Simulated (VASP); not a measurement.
# K (Cmmm) in VASP: a series of runs

Runs on K. Level: PBEsol. Tasks: single point.

Everything below comes from runs of VASP 6.6.1. Logs are shortened: lines on timing, memory, paths and dates and some standing lists are left out, and cuts for length are marked.

**1. The cell of the first run**

Symmetry: Cmmm, No. 65, orthorhombic system. Conventional cell: a = 8.432 Å, b = 8.444 Å, c = 11.033 Å, α = 90.00°, β = 90.00°, γ = 90.00°. Within 5.5 Å of K (site symmetry 2) lie 7 K at 4.21 to 4.53 Å.

**2. Single point, PBEsol (78.55 Å³/atom)**

INCAR reads:

```
ALGO = Fast
EDIFF = 1E-6
ENCUT = 520
GGA = PS
ISIF = 2
ISMEAR = 0
LASPH = T
LCHARG = F
LREAL = F
LWAVE = F
NBANDS = 30
NELM = 100
PREC = Accurate
SIGMA = 0.1
```

KPOINTS reads:

```
k-points
0
Gamma
  6 6 4
```

POSCAR reads:

```
K
1.0
    4.2220395650     -4.2158071652      0.0000000000
    4.2220395650      4.2158071652      0.0000000000
    0.0000000000      0.0000000000     11.0329053057
K
5
Direct
    0.5000000000      0.0000000000      0.3092481959
    0.0000000000      0.5000000000      0.6907518041
    0.0000000000      0.5000000000      0.3092481959
    0.5000000000      0.0000000000      0.6907518041
    0.0000000000      0.0000000000      0.0000000000
```

Potentials or basis: VASP PAW PBE potentials, release 64 (K_sv).

Launch:

```sh
$ cat potpaw_PBE.64/K_sv/POTCAR > POTCAR
$ mpirun -np 1 vasp_std > vasp.out
```

OUTCAR:

```text
EDIFF = 1E-6
   ENCUT = 520
   GGA = PS
   ISIF = 2
   ISMEAR = 0
   LASPH = T
   LREAL = F
   NELM = 100
   PREC = Accurate

 ion  position               nearest neighbor table
   1  0.500  0.000  0.309-
   2  0.000  0.500  0.691-
   3  0.000  0.500  0.309-
   4  0.500  0.000  0.691-
   5  0.000  0.000  0.000-

  LATTYP: Found a base centered orthorhombic cell.
 ALAT       =     8.4316143304
 B/A-ratio  =     1.0014783408
 C/A-ratio  =     1.3085163616

  Lattice vectors:

 A1 = (  -4.2220395650,  -4.2158071652,   0.0000000000)
 A2 = (   4.2220395650,  -4.2158071652,   0.0000000000)
 A3 = (   0.0000000000,   0.0000000000,  11.0329053057)

Analysis of symmetry for initial positions (statically):
=====================================================================
 Subroutine PRICEL returns:
 Original cell was already a primitive cell.

 Routine SETGRP: Setting up the symmetry group for a
 base centered orthorhombic supercell.

 Subroutine GETGRP returns: Found  8 space group operations
 (whereof  8 operations were pure point group operations)
 out of a pool of  8 trial point group operations.

The static configuration has the point symmetry D_2h.

Analysis of symmetry for dynamics (positions and initial velocities):
=====================================================================
 Subroutine PRICEL returns:
 Original cell was already a primitive cell.

 Routine SETGRP: Setting up the symmetry group for a
 base centered orthorhombic supercell.

 Subroutine GETGRP returns: Found  8 space group operations
 (whereof  8 operations were pure point group operations)
 out of a pool of  8 trial point group operations.

The dynamic configuration has the point symmetry D_2h.

 Subroutine INISYM returns: Found  8 space group operations
 (whereof  8 operations are pure point group operations),
 and found     1 'primitive' translations

----------------------------------------------------------------------------------------

                                     Primitive cell

  volume of cell :     392.7561

  direct lattice vectors                    reciprocal lattice vectors
     4.222039565 -4.215807165  0.000000000     0.118426176 -0.118601250  0.000000000
     4.222039565  4.215807165  0.000000000     0.118426176  0.118601250  0.000000000
     0.000000000  0.000000000 11.032905306     0.000000000  0.000000000  0.090637957

  length of vectors
     5.966460269  5.966460269 11.032905306     0.167603746  0.167603746  0.090637957

  position of ions in fractional coordinates (direct lattice)
     0.500000000  0.000000000  0.309248196
     0.000000000  0.500000000  0.690751804
     0.000000000  0.500000000  0.309248196
     0.500000000  0.000000000  0.690751804
     0.000000000  0.000000000  0.000000000

  ion indices of the primitive-cell ions
   primitive index   ion index
                 1           1
                 2           2
                 3           3
                 4           4
                 5           5

----------------------------------------------------------------------------------------

 KPOINTS: k-points

Automatic generation of k-mesh.
 Grid dimensions read from file:
 generate k-points for:    6    6    4

 Generating k-lattice:

  Cartesian coordinates                     Fractional coordinates (reciprocal lattice)
     0.019737696 -0.019766875  0.000000000     0.166666667  0.000000000  0.000000000
     0.019737696  0.019766875  0.000000000     0.000000000  0.166666667  0.000000000
     0.000000000  0.000000000  0.022659489     0.000000000  0.000000000  0.250000000

  Length of vectors
     0.027933958  0.027933958  0.022659489

  Shift w.r.t. Gamma in fractional coordinates (k-lattice)
     0.000000000  0.000000000  0.000000000

 Subroutine IBZKPT returns following result:
 ===========================================

 Found     39 irreducible k-points:

 Following reciprocal coordinates:
            Coordinates               Weight
  0.000000  0.000000  0.000000      1.000000
  0.166667 -0.000000  0.000000      4.000000
  0.333333 -0.000000  0.000000      4.000000
  0.500000 -0.000000  0.000000      2.000000
  0.166667  0.166667  0.000000      2.000000
  0.333333  0.166667  0.000000      4.000000
[... 16 lines left out ...]
  0.333333  0.333333  0.250000      4.000000
  0.500000  0.333333  0.250000      8.000000
 [... further k-points ...]
   k-points           NKPTS =     39   k-points in BZ     NKDIM =     39   number of bands    NBANDS=     30
   number of dos      NEDOS =    301   number of ions     NIONS =      5
   total plane-waves  NPLWV = 193536
   dimension x,y,z NGX =    48 NGY =   48 NGZ =   84
   dimension x,y,z NGXF=    96 NGYF=   96 NGZF=  168
   ions per type =               5
   NGX,Y,Z   is equivalent  to a cutoff of  13.37, 13.37, 12.66 a.u.
   NGXF,Y,Z  is equivalent  to a cutoff of  26.75, 26.75, 25.31 a.u.
 SYSTEM =  unknown system
   PREC   = accura    normal or accurate (medium, high low for compatibility)
   ISTART =      0    job   : 0-new  1-cont  2-samecut
   ICHARG =      2    charge: 1-file 2-atom 10-const
   ISPIN  =      1    spin polarized calculation?
   LNONCOLLINEAR =      F non collinear calculations
   LSORBIT =      F    spin-orbit coupling
   LASPH  =      T    aspherical Exc in radial PAW
   ENCUT  =  520.0 eV  38.22 Ry    6.18 a.u.  11.09 11.09 20.51*2*pi/ulx,y,z
   NELM   =    100;   NELMIN=  2; NELMDL= -5     # of ELM steps
   EDIFF  = 0.1E-05   stopping-criterion for ELM
   LREAL  =      F    real-space projection
   EDIFFG = 0.1E-04   stopping-criterion for IOM
   NSW    =      0    number of steps for IOM
   IBRION =     -1    ionic relax: 0-MD 1-quasi-New 2-CG
   NFREE  =      0    steps in history (QN), initial steepest desc. (CG)
   ISIF   =      2    stress and relaxation
   ISYM   =      2    0-nonsym 1-usesym 2-fastsym
   POTIM  = 0.5000    time-step for ionic-motion
   TEBEG  =    0.0;   TEEND  =   0.0 temperature during run
   PSTRESS=    0.0 pullay stress
   NELECT =      45.0000    total number of electrons
   NUPDOWN=      -1.0000    fix difference up-down
   EMIN   =  10.00;   EMAX   =-10.00  energy-range for DOS
   EFERMI =   0.00;   METHOD = LEGACY
   ISMEAR =     0;   SIGMA  =   0.10  broadening in eV -4-tet -1-fermi 0-gaus
   EFERMI_NEDOS =   21; number of points for ismear=-14 and -15
   IALGO  =     68    algorithm
   IMIX   =      4    mixing-type and parameters
     AMIX     =   0.40;   BMIX     =  1.00
     AMIX_MAG =   1.60;   BMIX_MAG =  1.00
  volume/ion in A,a.u.               =      78.55       530.09
  Fermi-wavevector in a.u.,A,eV,Ry     =   0.795130  1.502577  8.602030  0.632231
  Thomas-Fermi vector in A             =   1.901397
   LORBIT       =      0    0 simple, 1 ext, 2 COOP (PROOUT), +10 PAW based schemes
   GGA     = PS    functional components
   LHFCALC =     F    Hartree Fock is set to
   AEXX    =    0.0000 exact exchange contribution
   IVDW    =     0    specifies the selected vdW correction
   LEPSILON=     F    determine dielectric tensor
   LRPA    =     F    only Hartree local field effects (RPA)
 non-spin polarized calculation
 RMM-DIIS sequential band-by-band and
 Gauss-broadening in eV      SIGMA  =   0.10
  energy-cutoff  :      520.00
  volume of cell :      392.76
 maximum number of plane-waves:     10612
 NGX is ok and might be reduce to    48
   NGX = 23   NGY = 23   NGZ = 41

 number of electron      44.9999993 magnetization

 Free energy of the ion-electron system (eV)
  ---------------------------------------------------
  ext. energy  EPLUGINS =         0.00000000
  ---------------------------------------------------
  free energy    TOTEN  =        -5.08600766 eV

  energy without entropy =       -5.06051881  energy(sigma->0) =       -5.07326323

 E-fermi :  -0.2478     XC(G=0):  -5.5039

 val. band max:       -0.2575824804   @ k =   0.5000   0.5000   0.0000
 cond. band min:      -0.2146395563   @ k =   0.5000   0.5000   0.0000
 fundamental gap:      0.0429429241
 Fermi energy:        -0.2477914000

 k-point     1 :       0.0000    0.0000    0.0000
  band No.  band energies     occupation
      1     -32.4440      2.00000
      2     -32.4410      2.00000
      3     -32.4328      2.00000
      4     -32.4301      2.00000
      5     -32.4095      2.00000
      6     -16.0321      2.00000
[... 22 lines left out ...]
     29       1.9835      0.00000
     30       2.1198      0.00000

 k-point     2 :       0.1667   -0.0000    0.0000
  band No.  band energies     occupation
      1     -32.4433      2.00000
      2     -32.4403      2.00000
      3     -32.4336      2.00000
      4     -32.4308      2.00000
      5     -32.4095      2.00000
      6     -16.0264      2.00000
[... 22 lines left out ...]
     29       2.0270      0.00000
     30       2.2181      0.00000

 k-point     3 :       0.3333   -0.0000    0.0000
  band No.  band energies     occupation
      1     -32.4412      2.00000
      2     -32.4383      2.00000
      3     -32.4356      2.00000
      4     -32.4328      2.00000
      5     -32.4096      2.00000
      6     -16.0183      2.00000
[... 22 lines left out ...]
     29       2.1306      0.00000
     30       2.4389      0.00000

 k-point     4 :       0.5000   -0.0000    0.0000
  band No.  band energies     occupation
      1     -32.4384      2.00000
      2     -32.4383      2.00000
      3     -32.4355      2.00000
      4     -32.4355      2.00000
      5     -32.4096      2.00000
      6     -16.0155      2.00000
[... 22 lines left out ...]
     29       2.2746      0.00000
     30       2.2961      0.00000

 k-point     5 :       0.1667    0.1667    0.0000
  band No.  band energies     occupation
      1     -32.4426      2.00000
      2     -32.4396      2.00000
      3     -32.4342      2.00000
      4     -32.4314      2.00000
      5     -32.4095      2.00000
      6     -16.0350      2.00000
[... 22 lines left out ...]
     29       1.8448      0.00000
     30       1.9282      0.00000
[... 526 lines left out ...]
     29       1.6561      0.00000
     30       2.0325      0.00000

 k-point    22 :      -0.1667    0.1667    0.2500
  band No.  band energies     occupation
      1     -32.4425      2.00000
      2     -32.4397      2.00000
      3     -32.4342      2.00000
      4     -32.4314      2.00000
      5     -32.4095      2.00000
      6     -16.0338      2.00000
[... 22 lines left out ...]
     29       1.7633      0.00000
     30       2.1164      0.00000

 k-point    23 :       0.3333    0.3333    0.2500
  band No.  band energies     occupation
      1     -32.4398      2.00000
      2     -32.4369      2.00000
      3     -32.4369      2.00000
      4     -32.4341      2.00000
      5     -32.4096      2.00000
      6     -16.0424      2.00000
[... 22 lines left out ...]
     29       1.3744      0.00000
     30       1.7242      0.00000

 k-point    24 :       0.5000    0.3333    0.2500
  band No.  band energies     occupation
      1     -32.4384      2.00000
      2     -32.4383      2.00000
      3     -32.4355      2.00000
      4     -32.4355      2.00000
      5     -32.4096      2.00000
      6     -16.0390      2.00000
[... 22 lines left out ...]
     29       1.1104      0.00000
     30       1.3029      0.00000

 [... further k-points ...]

------------------------ aborting loop because EDIFF is reached ----------------------------------------

  FORCE on cell =-STRESS in cart. coord.  units (eV):
  Direction    XX          YY          ZZ          XY          YZ          ZX
  --------------------------------------------------------------------------------------
  -------------------------------------------------------------------------------------
  Total        0.1698858      0.1954493      0.1890099      0.0000000      0.0000000      0.0000000
  in kB        0.6930182      0.7973001      0.7710319      0.0000000      0.0000000      0.0000000
  external PRESSURE =       0.7537834 kB  Pullay stress =       0.0000000 kB

 VOLUME and BASIS-vectors are now :
 -----------------------------------------------------------------------------
  energy-cutoff  :      520.00
  volume of cell :      392.76
      direct lattice vectors                 reciprocal lattice vectors
     4.222039565 -4.215807165  0.000000000     0.118426176 -0.118601250  0.000000000
     4.222039565  4.215807165  0.000000000     0.118426176  0.118601250  0.000000000
     0.000000000  0.000000000 11.032905306     0.000000000  0.000000000  0.090637957

 POSITION                                       TOTAL-FORCE (eV/Angst)
 -----------------------------------------------------------------------------------
      2.11102     -2.10790      3.41191         0.000000     -0.000000      0.000036
      2.11102      2.10790      7.62100         0.000000     -0.000000     -0.000036
      2.11102      2.10790      3.41191        -0.000000      0.000000      0.000036
      2.11102     -2.10790      7.62100         0.000000     -0.000000     -0.000036
      0.00000      0.00000      0.00000        -0.000000     -0.000000      0.000000
 -----------------------------------------------------------------------------------
    total drift:                                0.000000     -0.000000      0.000000

  FREE ENERGIE OF THE ION-ELECTRON SYSTEM (eV)
  ---------------------------------------------------
  free  energy   TOTEN  =        -5.0860076564 eV

  energy  without entropy=       -5.0605188106  energy(sigma->0) =       -5.07326323
```

Run time: 7.3 min. Hardware: 1 thread of Intel Xeon 6975P-C (Granite Rapids), shared host; peak memory 0.63 GiB.

What came out:

* Free energy: -5.0860 eV
* Pressure: 0.1 GPa
* Band gap on the k mesh: zero (an odd number of electrons rules out a gap without spin polarisation)

Caveat: the PAW data sets were made with another functional, which shifts forces and pressure a little.

**3. Single point, PBEsol**

This run uses another cell than the first one, of 80.98 Å³/atom.

INCAR reads:

```
SYSTEM = K
ALGO = Fast ; EDIFF = 1E-7
ENCUT = 520 ; GGA = PS
ISIF = 2 ; ISMEAR = 0
LASPH = .TRUE. ; LCHARG = .TRUE.
LELF = .TRUE. ; LREAL = .FALSE.
LVHAR = .TRUE. ; LWAVE = .FALSE.
NBANDS = 30 ; NELM = 100
PREC = Accurate ; SIGMA = 0.1
```

KPOINTS reads:

```
k-points
0
G
  6 6 4
  0 0 0
```

Edit POSCAR of step 2 so:

```diff
@@ -2,5 +2,5 @@
 1.0
-    4.2220395650     -4.2158071652      0.0000000000
-    4.2220395650      4.2158071652      0.0000000000
-    0.0000000000      0.0000000000     11.0329053057
+    4.2651245771     -4.2588285770      0.0000000000
+    4.2651245771      4.2588285770      0.0000000000
+    0.0000000000      0.0000000000     11.1454937483
 K
```

Potentials or basis: VASP PAW PBE potentials, release 64 (K_sv).

Launch:

```sh
$ cat potpaw_PBE.64/K_sv/POTCAR > POTCAR
$ mpirun -np 1 vasp_std > vasp.out
```

Wall time 7.4 min (1 thread of Intel Xeon 6975P-C (Granite Rapids), shared host); peak memory 0.64 GiB.

It converged, with:

```
Free energy            : -5.0893 eV
Pressure               : 0.0 GPa
Band gap on the k mesh : zero (an odd number of electrons rules out a gap without spin polarisation)
```

Levels at points of the mesh, in eV from the Fermi level:
```tsv
k point	band 18	band 19	band 20	band 21	band 22	band 23	band 24	band 25	band 26	band 27
(0.00, 0.00, 0.00)	-15.70	-15.70	-15.70	-2.09	-0.94	-0.56	1.10	1.78	1.86	2.05
(0.50, 0.00, 0.00)	-15.72	-15.72	-15.70	-1.05	-0.85	0.08	0.23	0.27	0.44	2.05
(0.50, 0.50, 0.00)	-15.70	-15.69	-15.69	-0.02	0.03	0.03	0.26	0.88	0.93	1.01
(0.00, 0.00, 0.50)	-15.70	-15.70	-15.70	-1.83	-1.65	0.63	0.73	1.27	1.55	2.07
(0.50, 0.00, 0.50)	-15.71	-15.71	-15.70	-0.74	-0.72	-0.69	-0.36	1.32	1.38	1.55
(0.50, 0.50, 0.50)	-15.70	-15.69	-15.69	0.17	0.22	0.23	0.29	0.38	0.50	0.51
```

Caveat: the PAW data sets were made with another functional, which shifts forces and pressure a little.

The gap in the log of VASP goes by the Fermi energy; the results here count the filled bands.